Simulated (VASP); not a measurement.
# TaN (P-6m2) in VASP: notebook

The runs below take TaN through single point, with PBEsol.

All numbers are computed with VASP 6.6.1; they aren't measurements. Logs are shortened: lines on timing, memory, paths and dates and some standing lists are left out, and cuts for length are marked.

**1. The cell of the first run**

The structure is hexagonal, space group P-6m2 (No. 187). Conventional cell: a = 2.885 Å, b = 2.885 Å, c = 2.832 Å, α = 90.00°, β = 90.00°, γ = 120.00°. Ta (site symmetry -6m2) has 6 N at 2.19 Å and 8 Ta at 2.83 to 2.88 Å within 2.9 Å. N (site symmetry -6m2) has 6 Ta at 2.19 Å and 8 N at 2.83 to 2.88 Å within 2.9 Å.

**2. Single point, PBEsol (volume 10.203 Å^3 an atom, c/a of the conventional cell 0.9818)**

File INCAR:

```
PREC = Accurate
ENCUT = 520
EDIFF = 1E-7
ISMEAR = 0
SIGMA = 0.15
LREAL = F
LASPH = T
NELM = 100
ALGO = Normal
ISIF = 2
LWAVE = F
LCHARG = F
GGA = PS
NBANDS = 15
```

File KPOINTS:

```
Automatic mesh
0
Gamma
  21 21 18
```

File POSCAR:

```
TaN
1.0
    2.8845088320      0.0000000000      0.0000000000
   -1.4422544160      2.4980579259      0.0000000000
    0.0000000000      0.0000000000      2.8319364577
Ta N
1 1
Direct
    0.3333333333      0.6666666667      0.5000000000
    0.0000000000      0.0000000000      0.0000000000
```

Potentials or basis: VASP PAW PBE potentials, release 64 (Ta_pv, N).

Started as:

```
$ cat potpaw_PBE.64/Ta_pv/POTCAR potpaw_PBE.64/N/POTCAR > POTCAR
$ mpirun -np 1 vasp_std > vasp.out
```

OUTCAR:

```text
PREC = Accurate
   ENCUT = 520
   EDIFF = 1E-7
   ISMEAR = 0
   LREAL = F
   LASPH = T
   NELM = 100
   ISIF = 2
   GGA = PS

 ion  position               nearest neighbor table
   1  0.333  0.667  0.500-   2 2.19   2 2.19   2 2.19   2 2.19   2 2.19   2 2.19
   2  0.000  0.000  0.000-   1 2.19   1 2.19   1 2.19   1 2.19   1 2.19   1 2.19

  LATTYP: Found a hexagonal cell.
 ALAT       =     2.8845088320
 C/A-ratio  =     0.9817742370

  Lattice vectors:

 A1 = (   2.8845088320,   0.0000000000,   0.0000000000)
 A2 = (  -1.4422544160,   2.4980579259,   0.0000000000)
 A3 = (   0.0000000000,   0.0000000000,   2.8319364577)

Analysis of symmetry for initial positions (statically):
=====================================================================
 Subroutine PRICEL returns:
 Original cell was already a primitive cell.

 Routine SETGRP: Setting up the symmetry group for a
 hexagonal supercell.

 Subroutine GETGRP returns: Found 12 space group operations
 (whereof 12 operations were pure point group operations)
 out of a pool of 24 trial point group operations.

The static configuration has the point symmetry D_3h.

Analysis of symmetry for dynamics (positions and initial velocities):
=====================================================================
 Subroutine PRICEL returns:
 Original cell was already a primitive cell.

 Routine SETGRP: Setting up the symmetry group for a
 hexagonal supercell.

 Subroutine GETGRP returns: Found 12 space group operations
 (whereof 12 operations were pure point group operations)
 out of a pool of 24 trial point group operations.

The dynamic configuration has the point symmetry D_3h.

 Subroutine INISYM returns: Found 12 space group operations
 (whereof 12 operations are pure point group operations),
 and found     1 'primitive' translations

----------------------------------------------------------------------------------------

                                     Primitive cell

  volume of cell :      20.4060

  direct lattice vectors                    reciprocal lattice vectors
     2.884508832  0.000000000  0.000000000     0.346679472  0.200155487  0.000000000
    -1.442254416  2.498057926  0.000000000     0.000000000  0.400310973  0.000000000
     0.000000000  0.000000000  2.831936458     0.000000000  0.000000000  0.353115268

  length of vectors
     2.884508832  2.884508832  2.831936458     0.400310973  0.400310973  0.353115268

  position of ions in fractional coordinates (direct lattice)
     0.333333333  0.666666667  0.500000000
     0.000000000  0.000000000  0.000000000

  ion indices of the primitive-cell ions
   primitive index   ion index
                 1           1
                 2           2

----------------------------------------------------------------------------------------

 KPOINTS: Automatic mesh

Automatic generation of k-mesh.
 Grid dimensions read from file:
 generate k-points for:   21   21   18

 Generating k-lattice:

  Cartesian coordinates                     Fractional coordinates (reciprocal lattice)
     0.016508546  0.009531214  0.000000000     0.047619048  0.000000000  0.000000000
     0.000000000  0.019062427  0.000000000     0.000000000  0.047619048  0.000000000
     0.000000000  0.000000000  0.019617515     0.000000000  0.000000000  0.055555556

  Length of vectors
     0.019062427  0.019062427  0.019617515

  Shift w.r.t. Gamma in fractional coordinates (k-lattice)
     0.000000000  0.000000000  0.000000000

 Subroutine IBZKPT returns following result:
 ===========================================

 Found    480 irreducible k-points:

 Following reciprocal coordinates:
            Coordinates               Weight
  0.000000  0.000000  0.000000      1.000000
  0.047619  0.000000  0.000000      6.000000
  0.095238  0.000000  0.000000      6.000000
  0.142857  0.000000  0.000000      6.000000
  0.190476  0.000000  0.000000      6.000000
  0.238095  0.000000  0.000000      6.000000
[... 16 lines left out ...]
  0.142857  0.095238  0.000000     12.000000
  0.190476  0.095238  0.000000     12.000000
 [... further k-points ...]
   k-points           NKPTS =    480   k-points in BZ     NKDIM =    480   number of bands    NBANDS=     15
   number of dos      NEDOS =    301   number of ions     NIONS =      2
   total plane-waves  NPLWV =  13824
   dimension x,y,z NGX =    24 NGY =   24 NGZ =   24
   dimension x,y,z NGXF=    48 NGYF=   48 NGZF=   48
   ions per type =               1   1
   NGX,Y,Z   is equivalent  to a cutoff of  13.83, 13.83, 14.09 a.u.
   NGXF,Y,Z  is equivalent  to a cutoff of  27.66, 27.66, 28.18 a.u.
 SYSTEM =  unknown system
   PREC   = accura    normal or accurate (medium, high low for compatibility)
   ISTART =      0    job   : 0-new  1-cont  2-samecut
   ICHARG =      2    charge: 1-file 2-atom 10-const
   ISPIN  =      1    spin polarized calculation?
   LNONCOLLINEAR =      F non collinear calculations
   LSORBIT =      F    spin-orbit coupling
   LASPH  =      T    aspherical Exc in radial PAW
   ENCUT  =  520.0 eV  38.22 Ry    6.18 a.u.   5.36  5.36  5.27*2*pi/ulx,y,z
   NELM   =    100;   NELMIN=  2; NELMDL= -5     # of ELM steps
   EDIFF  = 0.1E-06   stopping-criterion for ELM
   LREAL  =      F    real-space projection
   EDIFFG = 0.1E-05   stopping-criterion for IOM
   NSW    =      0    number of steps for IOM
   IBRION =     -1    ionic relax: 0-MD 1-quasi-New 2-CG
   NFREE  =      0    steps in history (QN), initial steepest desc. (CG)
   ISIF   =      2    stress and relaxation
   ISYM   =      2    0-nonsym 1-usesym 2-fastsym
   POTIM  = 0.5000    time-step for ionic-motion
   TEBEG  =    0.0;   TEEND  =   0.0 temperature during run
   PSTRESS=    0.0 pullay stress
   NELECT =      16.0000    total number of electrons
   NUPDOWN=      -1.0000    fix difference up-down
   EMIN   =  10.00;   EMAX   =-10.00  energy-range for DOS
   EFERMI =   0.00;   METHOD = LEGACY
   ISMEAR =     0;   SIGMA  =   0.15  broadening in eV -4-tet -1-fermi 0-gaus
   EFERMI_NEDOS =   21; number of points for ismear=-14 and -15
   IALGO  =     38    algorithm
   IMIX   =      4    mixing-type and parameters
     AMIX     =   0.40;   BMIX     =  1.00
     AMIX_MAG =   1.60;   BMIX_MAG =  1.00
  volume/ion in A,a.u.               =      10.20        68.85
  Fermi-wavevector in a.u.,A,eV,Ry     =   1.509601  2.852732 31.006255  2.278895
  Thomas-Fermi vector in A             =   2.619902
   LORBIT       =      0    0 simple, 1 ext, 2 COOP (PROOUT), +10 PAW based schemes
   GGA     = PS    functional components
   LHFCALC =     F    Hartree Fock is set to
   AEXX    =    0.0000 exact exchange contribution
   IVDW    =     0    specifies the selected vdW correction
   LEPSILON=     F    determine dielectric tensor
   LRPA    =     F    only Hartree local field effects (RPA)
 non-spin polarized calculation
 Gauss-broadening in eV      SIGMA  =   0.15
  energy-cutoff  :      520.00
  volume of cell :       20.41
 maximum number of plane-waves:       574
 NGX is ok and might be reduce to    24
   NGX = 11   NGY = 11   NGZ = 11

 number of electron      15.9999999 magnetization

 Free energy of the ion-electron system (eV)
  ---------------------------------------------------
  ext. energy  EPLUGINS =         0.00000000
  ---------------------------------------------------
  free energy    TOTEN  =       -23.75849022 eV

  energy without entropy =      -23.75775497  energy(sigma->0) =      -23.75812259

 E-fermi :   8.6362     XC(G=0): -13.8059

 val. band max:        8.5769056313   @ k =   0.3333   0.3333   0.0556
 cond. band min:       8.6364118978   @ k =   0.0476   0.0000   0.5000
 fundamental gap:      0.0595062666
 Fermi energy:         8.6362116572

 k-point     1 :       0.0000    0.0000    0.0000
  band No.  band energies     occupation
      1     -25.9494      2.00000
      2     -25.6512      2.00000
      3     -25.6512      2.00000
      4      -9.4835      2.00000
      5       3.8671      2.00000
      6       3.8671      2.00000
      7       4.1820      2.00000
      8       5.7006      2.00000
      9      11.3093      0.00000
     10      12.5277      0.00000
     11      12.5277      0.00000
     12      12.9731      0.00000
     13      12.9731      0.00000
     14      22.0333      0.00000
     15      22.3908      0.00000

 k-point     2 :       0.0476    0.0000    0.0000
  band No.  band energies     occupation
      1     -25.9455      2.00000
      2     -25.6823      2.00000
      3     -25.6577      2.00000
      4      -9.4299      2.00000
      5       3.6999      2.00000
      6       3.9075      2.00000
      7       4.2705      2.00000
      8       5.6230      2.00000
      9      11.5005      0.00000
     10      12.4115      0.00000
     11      12.5337      0.00000
     12      12.9457      0.00000
     13      13.0443      0.00000
     14      22.0301      0.00000
     15      22.3828      0.00000

 k-point     3 :       0.0952    0.0000    0.0000
  band No.  band energies     occupation
      1     -25.9341      2.00000
      2     -25.7717      2.00000
      3     -25.6764      2.00000
      4      -9.2738      2.00000
      5       3.3018      2.00000
      6       4.0242      2.00000
      7       4.4711      2.00000
      8       5.4071      2.00000
      9      11.9946      0.00000
     10      12.1228      0.00000
     11      12.5574      0.00000
     12      12.8666      0.00000
     13      13.2359      0.00000
     14      22.0182      0.00000
     15      22.3618      0.00000
[... 343 lines left out ...]
 k-point    23 :       0.1429    0.0952    0.0000
  band No.  band energies     occupation
      1     -26.1306      2.00000
      2     -25.8840      2.00000
      3     -25.7748      2.00000
      4      -8.5850      2.00000
      5       2.0529      2.00000
      6       4.4318      2.00000
      7       4.6014      2.00000
      8       5.2039      2.00000
      9      11.0329      0.00000
     10      12.3569      0.00000
     11      12.8754      0.00000
     12      13.8743      0.00000
     13      14.0395      0.00000
     14      22.0691      0.00000
     15      22.3480      0.00000

 k-point    24 :       0.1905    0.0952    0.0000
  band No.  band energies     occupation
      1     -26.2976      2.00000
      2     -25.8591      2.00000
      3     -25.8249      2.00000
      4      -8.2378      2.00000
      5       1.5719      2.00000
      6       4.2626      2.00000
      7       4.5724      2.00000
      8       5.5030      2.00000
      9      10.7365      0.00000
     10      12.1014      0.00000
     11      13.1493      0.00000
     12      14.3429      0.00000
     13      14.6168      0.00000
     14      22.1518      0.00000
     15      22.4131      0.00000

 [... further k-points ...]
[... 5 lines left out ...]
  --------------------------------------------------------------------------------------
  -------------------------------------------------------------------------------------
  Total        2.1089826      2.1089826      2.3825375      0.0000000      0.0000000      0.0000000
  in kB      165.5867935    165.5867935    187.0649582      0.0000000      0.0000000      0.0000000
  external PRESSURE =     172.7461817 kB  Pullay stress =       0.0000000 kB

 VOLUME and BASIS-vectors are now :
 -----------------------------------------------------------------------------
  energy-cutoff  :      520.00
  volume of cell :       20.41
      direct lattice vectors                 reciprocal lattice vectors
     2.884508832  0.000000000  0.000000000     0.346679472  0.200155487  0.000000000
    -1.442254416  2.498057926  0.000000000     0.000000000  0.400310973  0.000000000
     0.000000000  0.000000000  2.831936458     0.000000000  0.000000000  0.353115268

 POSITION                                       TOTAL-FORCE (eV/Angst)
 -----------------------------------------------------------------------------------
     -0.00000      1.66537      1.41597         0.000000     -0.000000      0.000000
      0.00000      0.00000      0.00000        -0.000000      0.000000      0.000000
 -----------------------------------------------------------------------------------
    total drift:                                0.000000     -0.000000     -0.000000

  FREE ENERGIE OF THE ION-ELECTRON SYSTEM (eV)
  ---------------------------------------------------
  free  energy   TOTEN  =       -23.7584902226 eV

  energy  without entropy=      -23.7577549665  energy(sigma->0) =      -23.75812259
```

It took 59 s on 1 thread of Intel Xeon Platinum 8488C (Sapphire Rapids), shared host; peak memory 0.27 GiB.

Results:

| Property | Result |
| --- | --- |
| Free energy | -23.7585 eV |
| Pressure | 17.3 GPa |
| Band gap on the k mesh | zero (band 8 reaches 8.88 eV, above the bottom of band 9 at 8.55 eV) |

Levels at points of the mesh, in eV from the Fermi level:
```csv
k point,band 6,band 7,band 8,band 9,band 10,band 11
"(0.00, 0.00, 0.00)",-4.77,-4.45,-2.94,2.67,3.89,3.89
"(0.00, 0.00, 0.50)",-3.90,-3.90,-0.09,-0.09,2.64,3.50
```

Caveat: the PAW data sets were made with another functional, which shifts forces and pressure a little; spin-orbit coupling is left out, which moves the levels of the heavy elements.

(Part 1 of 2 ends here.)
